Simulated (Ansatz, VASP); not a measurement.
Sb: VASP beside Ansatz

```xyz
2
Lattice="3.1224 0.0000 0.0000 0.0000 4.3475 0.0000 -0.0389 0.0000 4.4059" Properties=species:S:1:pos:R:3 pbc="T T T"
Sb    3.0573    3.2606    3.3433
Sb    0.0262    1.0869    1.0625
```

Alike in both runs: task single point; functional PBE; k mesh 1 × 1 × 3; occupations gaussian, width 0.1 eV; collinear spin.

|  | VASP | Ansatz |
| --- | --- | --- |
| version | VASP 6.6.1 | Ansatz 0.2.0 |
| potentials or method | VASP PAW PBE potentials, release 64 (Sb_d_GW), cutoff 500 eV | scalar-relativistic, plane waves, PAW |
| valence electrons in the cell | 30 | 30 |

```csv
,VASP,Ansatz,Ansatz less VASP
gap on the k mesh at the Fermi level (eV),none,none,-
pressure (GPa),-4.1,-4.1,-0.02
"traceless stress, the component that is largest in VASP (GPa)",-106.78,-106.78,+0.006
rms of the force components (eV/Å),0.417,0.416,-0.0006
net moment per atom (μB),0.33,0.33,0.000
size of the moment on the site where the two differ most (μB),0.17,0.18,+0.007
```

Site moments also hang on the region over which each program counts them. Atom by atom the forces differ by 0.001 eV/Å (rms over components). A gap of «none» marks a metal or a gap that the smearing closes. Ansatz's warnings: stability check not made.

The k mesh is coarse, so the values compare programs but aren't converged. Neither program's run includes spin-orbit coupling.
